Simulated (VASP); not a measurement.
# As (Cmmm) in VASP: further runs

As is run at these levels: PBE; tasks: relaxation of cell and atoms.

All numbers are computed with VASP 6.6.1; they aren't measurements. Logs are shortened: lines on timing, memory, paths and dates and some standing lists are left out, and cuts for length are marked.

## (1) The cell of the first run

It takes space group Cmmm (No. 65, orthorhombic). Conventional cell: a = 2.630 Å, b = 5.366 Å, c = 2.954 Å, α = 90.00°, β = 90.00°, γ = 90.00°. As (site symmetry mmm) has 8 As at 2.63 to 2.99 Å within 3.5 Å.

## (2) Relaxation of cell and atoms, PBE

Contents of INCAR:

```
SYSTEM = As
PREC = Accurate ; ENCUT = 600
EDIFF = 1E-6 ; ISMEAR = 0
SIGMA = 0.1 ; LREAL = .False.
LASPH = .True. ; NELM = 80
ALGO = Normal ; ISIF = 3
LWAVE = .False. ; LCHARG = .False.
GGA = PE ; IBRION = 2
NSW = 90 ; EDIFFG = -0.04
```

Contents of KPOINTS:

```
Automatic mesh
0
Gamma
  8 8 6
  0 0 0
```

Contents of POSCAR:

```
As
1.0
    1.3148609958     -2.6829709431      0.0000000000
    1.3148609958      2.6829709431      0.0000000000
    0.0000000000      0.0000000000      2.9542649980
As
1
Direct
    0.5000000000      0.5000000000      0.0000000000
```

Potentials or basis: VASP PAW PBE potentials, release 64 (As).

The run is started by

```
$ cat potpaw_PBE.64/As/POTCAR > POTCAR
$ mpirun -np 1 vasp_std > vasp.out
```

OUTCAR:

```text
SYSTEM = As
   PREC = Accurate
   ENCUT = 600
   EDIFF = 1E-6
   ISMEAR = 0
   LREAL = .False.
   LASPH = .True.
   NELM = 80
   ISIF = 3
   GGA = PE
   IBRION = 2
   NSW = 90
   EDIFFG = -0.04

 ion  position               nearest neighbor table
   1  0.500  0.500  0.000-

  LATTYP: Found a base centered orthorhombic cell.
 ALAT       =     2.6297219916
 B/A-ratio  =     2.0404977801
 C/A-ratio  =     1.1234134283

  Lattice vectors:

 A1 = (   1.3148609958,  -2.6829709431,   0.0000000000)
 A2 = (   1.3148609958,   2.6829709431,   0.0000000000)
 A3 = (   0.0000000000,   0.0000000000,   2.9542649980)

Analysis of symmetry for initial positions (statically):
=====================================================================
 Subroutine PRICEL returns:
 Original cell was already a primitive cell.

 Routine SETGRP: Setting up the symmetry group for a
 base centered orthorhombic supercell.

 Subroutine GETGRP returns: Found  8 space group operations
 (whereof  8 operations were pure point group operations)
 out of a pool of  8 trial point group operations.

The static configuration has the point symmetry D_2h.

Analysis of symmetry for dynamics (positions and initial velocities):
=====================================================================
 Subroutine PRICEL returns:
 Original cell was already a primitive cell.

 Routine SETGRP: Setting up the symmetry group for a
 base centered orthorhombic supercell.

 Subroutine GETGRP returns: Found  8 space group operations
 (whereof  8 operations were pure point group operations)
 out of a pool of  8 trial point group operations.

The dynamic configuration has the point symmetry D_2h.

 Subroutine INISYM returns: Found  8 space group operations
 (whereof  8 operations are pure point group operations),
 and found     1 'primitive' translations

----------------------------------------------------------------------------------------

                                     Primitive cell

  volume of cell :      20.8437

  direct lattice vectors                    reciprocal lattice vectors
     1.314860996 -2.682970943  0.000000000     0.380268334 -0.186360572  0.000000000
     1.314860996  2.682970943  0.000000000     0.380268334  0.186360572  0.000000000
     0.000000000  0.000000000  2.954264998     0.000000000  0.000000000  0.338493670

  length of vectors
     2.987840779  2.987840779  2.954264998     0.423478770  0.423478770  0.338493670

  position of ions in fractional coordinates (direct lattice)
     0.500000000  0.500000000  0.000000000

  ion indices of the primitive-cell ions
   primitive index   ion index
                 1           1

----------------------------------------------------------------------------------------

 KPOINTS: Automatic mesh

Automatic generation of k-mesh.
 Grid dimensions read from file:
 generate k-points for:    8    8    6

 Generating k-lattice:

  Cartesian coordinates                     Fractional coordinates (reciprocal lattice)
     0.047533542 -0.023295072  0.000000000     0.125000000 -0.000000000  0.000000000
     0.047533542  0.023295072  0.000000000    -0.000000000  0.125000000  0.000000000
     0.000000000  0.000000000  0.056415612     0.000000000  0.000000000  0.166666667

  Length of vectors
     0.052934846  0.052934846  0.056415612

  Shift w.r.t. Gamma in fractional coordinates (k-lattice)
     0.000000000  0.000000000  0.000000000

 Subroutine IBZKPT returns following result:
 ===========================================

 Found     84 irreducible k-points:

 Following reciprocal coordinates:
            Coordinates               Weight
  0.000000  0.000000  0.000000      1.000000
  0.125000  0.000000  0.000000      4.000000
  0.250000  0.000000  0.000000      4.000000
  0.375000  0.000000  0.000000      4.000000
  0.500000  0.000000  0.000000      2.000000
  0.125000  0.125000  0.000000      2.000000
[... 16 lines left out ...]
  0.125000  0.000000  0.166667      8.000000
  0.250000  0.000000  0.166667      8.000000
 [... further k-points ...]
   k-points           NKPTS =     84   k-points in BZ     NKDIM =     84   number of bands    NBANDS=      6
   number of dos      NEDOS =    301   number of ions     NIONS =      1
   total plane-waves  NPLWV =  13824
   dimension x,y,z NGX =    24 NGY =   24 NGZ =   24
   dimension x,y,z NGXF=    48 NGYF=   48 NGZF=   48
   ions per type =               1
   NGX,Y,Z   is equivalent  to a cutoff of  13.35, 13.35, 13.51 a.u.
   NGXF,Y,Z  is equivalent  to a cutoff of  26.71, 26.71, 27.01 a.u.
 SYSTEM =  As
   PREC   = accura    normal or accurate (medium, high low for compatibility)
   ISTART =      0    job   : 0-new  1-cont  2-samecut
   ICHARG =      2    charge: 1-file 2-atom 10-const
   ISPIN  =      1    spin polarized calculation?
   LNONCOLLINEAR =      F non collinear calculations
   LSORBIT =      F    spin-orbit coupling
   LASPH  =      T    aspherical Exc in radial PAW
   ENCUT  =  600.0 eV  44.10 Ry    6.64 a.u.   5.97  5.97  5.90*2*pi/ulx,y,z
   NELM   =     80;   NELMIN=  2; NELMDL= -5     # of ELM steps
   EDIFF  = 0.1E-05   stopping-criterion for ELM
   LREAL  =      F    real-space projection
   EDIFFG = -.4E-01   stopping-criterion for IOM
   NSW    =     90    number of steps for IOM
   IBRION =      2    ionic relax: 0-MD 1-quasi-New 2-CG
   NFREE  =      1    steps in history (QN), initial steepest desc. (CG)
   ISIF   =      3    stress and relaxation
   ISYM   =      2    0-nonsym 1-usesym 2-fastsym
   POTIM  = 0.5000    time-step for ionic-motion
   TEBEG  =    0.0;   TEEND  =   0.0 temperature during run
   PSTRESS=    0.0 pullay stress
   NELECT =       5.0000    total number of electrons
   NUPDOWN=      -1.0000    fix difference up-down
   EMIN   =  10.00;   EMAX   =-10.00  energy-range for DOS
   EFERMI =   0.00;   METHOD = LEGACY
   ISMEAR =     0;   SIGMA  =   0.10  broadening in eV -4-tet -1-fermi 0-gaus
   EFERMI_NEDOS =   21; number of points for ismear=-14 and -15
   IALGO  =     38    algorithm
   IMIX   =      4    mixing-type and parameters
     AMIX     =   0.40;   BMIX     =  1.00
     AMIX_MAG =   1.60;   BMIX_MAG =  1.00
  volume/ion in A,a.u.               =      20.84       140.66
  Fermi-wavevector in a.u.,A,eV,Ry     =   1.017200  1.922230 14.077896  1.034696
  Thomas-Fermi vector in A             =   2.150587
   LORBIT       =      0    0 simple, 1 ext, 2 COOP (PROOUT), +10 PAW based schemes
   GGA     = PE    functional components
   LHFCALC =     F    Hartree Fock is set to
   AEXX    =    0.0000 exact exchange contribution
   IVDW    =     0    specifies the selected vdW correction
   LEPSILON=     F    determine dielectric tensor
   LRPA    =     F    only Hartree local field effects (RPA)
 conjugate gradient relaxation of ions
 non-spin polarized calculation
 Gauss-broadening in eV      SIGMA  =   0.10
  energy-cutoff  :      600.00
  volume of cell :       20.84
 maximum number of plane-waves:       712
   NGX = 11   NGY = 11   NGZ = 11

--------------------------------------- Ionic step        1  -------------------------------------------

 number of electron       5.0000000 magnetization

 Free energy of the ion-electron system (eV)
  ---------------------------------------------------
  ext. energy  EPLUGINS =         0.00000000
  ---------------------------------------------------
  free energy    TOTEN  =        -4.26596720 eV

  energy without entropy =       -4.26218379  energy(sigma->0) =       -4.26407549

------------------------ aborting loop because EDIFF is reached ----------------------------------------

  FORCE on cell =-STRESS in cart. coord.  units (eV):
  Direction    XX          YY          ZZ          XY          YZ          ZX
  --------------------------------------------------------------------------------------
  -------------------------------------------------------------------------------------
  Total        1.6214378     -0.5895517     -0.9605868      0.0000000      0.0000000      0.0000000
  in kB      124.6337401    -45.3165935    -73.8366437      0.0000000      0.0000000      0.0000000
  external PRESSURE =       1.8268343 kB  Pullay stress =       0.0000000 kB
[... 86 lines left out ...]
  FREE ENERGIE OF THE ION-ELECTRON SYSTEM (eV)
  ---------------------------------------------------
  free  energy   TOTEN  =        -4.3989421863 eV

  energy  without entropy=       -4.3950511897  energy(sigma->0) =       -4.39699669

[... ionic steps 4 to 10 ...]

--------------------------------------- Ionic step       11  -------------------------------------------

 number of electron       5.0000001 magnetization

------------------------ aborting loop because EDIFF is reached ----------------------------------------

  FORCE on cell =-STRESS in cart. coord.  units (eV):
  Direction    XX          YY          ZZ          XY          YZ          ZX
  --------------------------------------------------------------------------------------
  -------------------------------------------------------------------------------------
  Total        0.0460694      0.0165287      0.0343487      0.0000000      0.0000000      0.0000000
  in kB        3.6178802      1.2980215      2.6974431      0.0000000      0.0000000      0.0000000
  external PRESSURE =       2.5377816 kB  Pullay stress =       0.0000000 kB
[... 55 lines left out ...]
  energy  without entropy=       -4.4146521184  energy(sigma->0) =       -4.41579328

--------------------------------------- Ionic step       13  -------------------------------------------

 number of electron       5.0000000 magnetization

 Free energy of the ion-electron system (eV)
  ---------------------------------------------------
  ext. energy  EPLUGINS =         0.00000000
  ---------------------------------------------------
  free energy    TOTEN  =        -4.41697200 eV

  energy without entropy =       -4.41446974  energy(sigma->0) =       -4.41572087

 E-fermi :   5.6863     XC(G=0): -10.3446

 val. band max:        5.6069089705   @ k =   0.5000   0.1250   0.0000
 cond. band min:       5.7063021818   @ k =  -0.3750   0.2500   0.0000
 fundamental gap:      0.0993932113
 Fermi energy:         5.6862739991

 k-point     1 :       0.0000    0.0000    0.0000
  band No.  band energies     occupation
      1      -8.9717      2.00000
      2       9.8006      0.00000
      3      10.0717      0.00000
      4      10.4667      0.00000
      5      14.3388      0.00000
      6      16.7086      0.00000

 k-point     2 :       0.1250    0.0000    0.0000
  band No.  band energies     occupation
      1      -8.6621      2.00000
      2       7.5919      0.00000
      3       9.6916      0.00000
      4      10.3364      0.00000
      5      14.8369      0.00000
      6      16.0081      0.00000
[... 190 lines left out ...]
 k-point    24 :       0.2500    0.0000    0.1667
  band No.  band energies     occupation
      1      -7.2534      2.00000
      2       4.4019      2.00000
      3       7.1260      0.00000
      4       9.0603      0.00000
      5      14.4314      0.00000
      6      18.7877      0.00000

 [... further k-points ...]
[... 5 lines left out ...]
  --------------------------------------------------------------------------------------
  -------------------------------------------------------------------------------------
  Total       -0.0112402     -0.0214624     -0.0388565      0.0000000      0.0000000      0.0000000
  in kB       -0.8777355     -1.6759745     -3.0342632      0.0000000      0.0000000      0.0000000
  external PRESSURE =      -1.8626578 kB  Pullay stress =       0.0000000 kB
[... 16 lines left out ...]
  FREE ENERGIE OF THE ION-ELECTRON SYSTEM (eV)
  ---------------------------------------------------
  free  energy   TOTEN  =        -4.4169720033 eV

  energy  without entropy=       -4.4144697402  energy(sigma->0) =       -4.41572087

 reached required accuracy - stopping structural energy minimisation
```

It took 54 s on 1 thread of Intel Xeon 6975P-C, shared host; peak memory 0.15 GiB.

What came out:

| Item | Value |
| --- | --- |
| Free energy | -4.4170 eV |
| Relaxed volume | 20.52 Å³/atom |
| Relaxed cell | a = 2.919 Å, b = 2.919 Å, c = 2.707 Å, α = 90.00°, β = 90.00°, γ = 117.22° |
| Space group after relaxing (to 0.05 Å) | Cmmm (No. 65) |
| Energy gained by relaxing | 151.0 meV/atom |
| Ionic steps | 13 |
| Pressure after relaxing | -0.2 GPa |

Stress tensor (GPa, compression positive):
```
-0.09  0.00  0.00
 0.00 -0.17  0.00
 0.00  0.00 -0.30
```

Step by step:
```
step  energy change (eV)  largest force (eV/Å)  pressure (GPa)  volume (Å³)
   1              0.0000                0.0000            0.18        20.84
   2             -0.1305                0.0000           -1.73        20.82
   3             -0.1330                0.0000           -1.73        20.81
   4             -0.1365                0.0000           -1.58        20.78
   5             -0.1470                0.0000           -1.05        20.69
   6             -0.1128                0.0000            1.84        20.42
   7             -0.1475                0.0000           -0.58        20.65
   8             -0.1479                0.0000           -0.79        20.66
   9             -0.1501                0.0000            0.56        20.31
  10             -0.1504                0.0000            0.16        20.40
  11             -0.1510                0.0000            0.25        20.40
  12             -0.1510                0.0000            0.27        20.40
  13             -0.1510                0.0000           -0.19        20.52
```

Final structure:
```cif
data_structure
_symmetry_space_group_name_H-M 'P 1'
_symmetry_Int_Tables_number 1
_cell_length_a 2.9194
_cell_length_b 2.9194
_cell_length_c 2.7072
_cell_angle_alpha 90.000
_cell_angle_beta 90.000
_cell_angle_gamma 117.221
_cell_volume 20.52
loop_
_atom_site_label
_atom_site_type_symbol
_atom_site_fract_x
_atom_site_fract_y
_atom_site_fract_z
_atom_site_occupancy
As1 As 0.50000 0.50000 0.00000 1
```

## (3) Relaxation of cell and atoms, PBE

This run uses another cell than the first one, of 20.37 Å³/atom, 0.977 times its volume.

Contents of INCAR:

```
  PREC = Accurate
  ENCUT = 600
  EDIFF = 1E-6
  ISMEAR = 0
  SIGMA = 0.1
  LREAL = F
  LASPH = T
  NELM = 100
  ALGO = Normal
  ISIF = 3
  LWAVE = F
  LCHARG = F
  GGA = PE
  IBRION = 2
  NSW = 100
  EDIFFG = -0.01
```

Contents of KPOINTS:

```
regular mesh
0
Gamma
  22 22 20
```

Contents of POSCAR:

```
As
1.0
    1.4143047689     -2.6785862120      0.0000000000
    1.4143047689      2.6785862120      0.0000000000
    0.0000000000      0.0000000000      2.6886894448
As
1
Direct
    0.5000000000      0.5000000000      0.0000000000
```

Potentials or basis: VASP PAW PBE potentials, release 64 (As).

The run is started by

```
$ cat potpaw_PBE.64/As/POTCAR > POTCAR
$ mpirun -np 1 vasp_std > vasp.out
```

Wall time 8.5 min (1 thread of Intel Xeon 6975P-C, shared host); peak memory 0.36 GiB.

The run converged. Its results:

* Free energy: -4.3975 eV
* Relaxed volume: 20.11 Å³/atom
* Relaxed cell: a = 2.906 Å, b = 2.906 Å, c = 2.749 Å, α = 90.00°, β = 90.00°, γ = 120.00°
* Space group after relaxing (to 0.05 Å): P6/mmm (No. 191)
* Energy gained by relaxing: 19.0 meV/atom
* Ionic steps: 11
* Pressure after relaxing: 0.0 GPa

Step by step:
| step | energy change (eV) | largest force (eV/Å) | pressure (GPa) | volume (Å³) |
| --- | --- | --- | --- | --- |
| 1 | 0.0000 | 0.0000 | -0.58 | 20.37 |
| 2 | -0.0128 | 0.0000 | 0.11 | 20.14 |
| 3 | -0.0128 | 0.0000 | 0.07 | 20.15 |
| 4 | -0.0159 | 0.0000 | -0.01 | 20.14 |
| 5 | -0.0168 | 0.0000 | -0.02 | 20.12 |
| 6 | -0.0169 | 0.0000 | 0.14 | 20.08 |
| 7 | -0.0187 | 0.0000 | -0.03 | 20.11 |
| 8 | -0.0187 | 0.0000 | -0.02 | 20.11 |
| 9 | -0.0188 | 0.0000 | 0.02 | 20.10 |
| 10 | -0.0189 | 0.0000 | 0.08 | 20.09 |
| 11 | -0.0190 | 0.0000 | -0.01 | 20.11 |

Final structure:
```cif
data_structure
_symmetry_space_group_name_H-M 'P 1'
_symmetry_Int_Tables_number 1
_cell_length_a 2.9063
_cell_length_b 2.9063
_cell_length_c 2.7491
_cell_angle_alpha 90.000
_cell_angle_beta 90.000
_cell_angle_gamma 120.001
_cell_volume 20.11
loop_
_atom_site_label
_atom_site_type_symbol
_atom_site_fract_x
_atom_site_fract_y
_atom_site_fract_z
_atom_site_occupancy
As1 As 0.50000 0.50000 0.00000 1
```

Levels at points of the mesh, in eV from the Fermi level:
| k point | band 1 | band 2 | band 3 | band 4 | band 5 |
| --- | --- | --- | --- | --- | --- |
| (0.00, 0.00, 0.00) | -14.78 | 3.77 | 5.07 | 5.07 | 8.34 |
| (0.50, 0.00, 0.00) | -10.85 | -6.50 | 1.81 | 6.58 | 6.69 |
| (0.50, 0.50, 0.00) | -10.85 | -6.50 | 1.81 | 6.58 | 6.69 |
| (0.00, 0.00, 0.50) | -11.86 | -6.76 | 7.06 | 7.06 | 14.95 |
| (0.50, 0.00, 0.50) | -7.76 | -4.02 | -3.44 | 2.92 | 3.94 |
| (0.50, 0.50, 0.50) | -7.76 | -4.02 | -3.44 | 2.92 | 3.94 |
